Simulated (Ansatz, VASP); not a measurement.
**Two plane-wave programs on Hf8SO15**

INCAR

```
SYSTEM = Hf8SO15
PREC = Accurate
ENCUT = 520
EDIFF = 1E-6
ISMEAR = -1
SIGMA = 0.01
LREAL = Auto
LASPH = .True.
NELM = 80
ALGO = Normal
ISIF = 2
LWAVE = .False.
LCHARG = .False.
GGA = PE
IBRION = 2
NSW = 60
EDIFFG = -0.03
LUSENCCL = .False.
```

The input KPOINTS:

```
Automatic mesh
0
Gamma
  3 3 3
  0 0 0
```

File POSCAR:

```
Hf8SO15
1.0
    0.0000000000      5.1150000000      5.1150000000
    5.1150000000      0.0000000000      5.1150000000
    5.1150000000      5.1150000000      0.0000000000
Hf S O
8 1 15
Direct
    0.0000000000      0.0000000000      0.0000000000
    0.0000000000      0.0000000000      0.5000000000
    0.0000000000      0.5000000000      0.0000000000
    0.0000000000      0.5000000000      0.5000000000
    0.5000000000      0.0000000000      0.0000000000
    0.5000000000      0.0000000000      0.5000000000
    0.5000000000      0.5000000000      0.0000000000
    0.5000000000      0.5000000000      0.5000000000
    0.1250000000      0.1250000000      0.1250000000
    0.1250000000      0.1250000000      0.6250000000
    0.1250000000      0.6250000000      0.1250000000
    0.1250000000      0.6250000000      0.6250000000
    0.6250000000      0.1250000000      0.1250000000
    0.6250000000      0.1250000000      0.6250000000
    0.6250000000      0.6250000000      0.1250000000
    0.6250000000      0.6250000000      0.6250000000
    0.3750000000      0.3750000000      0.3750000000
    0.3750000000      0.3750000000      0.8750000000
    0.3750000000      0.8750000000      0.3750000000
    0.3750000000      0.8750000000      0.8750000000
    0.8750000000      0.3750000000      0.3750000000
    0.8750000000      0.3750000000      0.8750000000
    0.8750000000      0.8750000000      0.3750000000
    0.8750000000      0.8750000000      0.8750000000
```

Input for Ansatz:

```yaml
crystal:
  lattice:
    - [0.0, 5.115, 5.115]
    - [5.115, 0.0, 5.115]
    - [5.115, 5.115, 0.0]
  atoms:
    - { symbol: Hf, position: [0.0, 0.0, 0.0] }
    - { symbol: Hf, position: [0.0, 0.0, 0.5] }
    - { symbol: Hf, position: [0.0, 0.5, 0.0] }
    - { symbol: Hf, position: [0.0, 0.5, 0.5] }
    - { symbol: Hf, position: [0.5, 0.0, 0.0] }
    - { symbol: Hf, position: [0.5, 0.0, 0.5] }
    - { symbol: Hf, position: [0.5, 0.5, 0.0] }
    - { symbol: Hf, position: [0.5, 0.5, 0.5] }
    - { symbol: S, position: [0.125, 0.125, 0.125] }
    - { symbol: O, position: [0.125, 0.125, 0.625] }
    - { symbol: O, position: [0.125, 0.625, 0.125] }
    - { symbol: O, position: [0.125, 0.625, 0.625] }
    - { symbol: O, position: [0.625, 0.125, 0.125] }
    - { symbol: O, position: [0.625, 0.125, 0.625] }
    - { symbol: O, position: [0.625, 0.625, 0.125] }
    - { symbol: O, position: [0.625, 0.625, 0.625] }
    - { symbol: O, position: [0.375, 0.375, 0.375] }
    - { symbol: O, position: [0.375, 0.375, 0.875] }
    - { symbol: O, position: [0.375, 0.875, 0.375] }
    - { symbol: O, position: [0.375, 0.875, 0.875] }
    - { symbol: O, position: [0.875, 0.375, 0.375] }
    - { symbol: O, position: [0.875, 0.375, 0.875] }
    - { symbol: O, position: [0.875, 0.875, 0.375] }
    - { symbol: O, position: [0.875, 0.875, 0.875] }
kpoints:
  mp_grid: { grid: [3, 3, 3] }
scf:
  occupations: { method: fermi_dirac, width: 0.01 }
hamiltonian:
  xc: pbe
  pseudopotentials: { kind: paw }
output:
  forces: true
  stress: true
  populations: true
  efg:
    quadrupole_moments_barn: { Hf: 3.365, S: -0.0694, O: -0.02558 }
    contact_densities: true
  write_density: true
  write_potential: true
  elf: true
  volumetric_format: npy
relax:
  f_tol: 0.03
  max_steps: 40
```

Alike in both runs: task relaxation of the atoms; functional PBE; k mesh 3 × 3 × 3; occupations fermi-dirac, width 0.01 eV; no spin polarisation.

|  | VASP | Ansatz |
| --- | --- | --- |
| version | VASP 6.6.1 | Ansatz 0.2.0 |
| potentials or method | VASP PAW PBE potentials, release 64 (Hf_pv, S, O) | plane-wave PAW, scalar-relativistic |
| plane-wave cutoff (eV) | 520 | 420 |
| valence electrons in the cell | 176 | 304 |

Ansatz gave:

- gap on the k mesh at the Fermi level, each at its own relaxed structure (eV): 3.10

Problem. Which values does VASP return?

Solution. gap on the k mesh at the Fermi level, each at its own relaxed structure (eV): 3.13.

VASP's potentials hold 176 valence electrons a cell and Ansatz's 304, so a difference there can come from the potentials and not from the codes. Ansatz's warnings: stress scf threshold loose.

Neither program's run includes spin-orbit coupling.
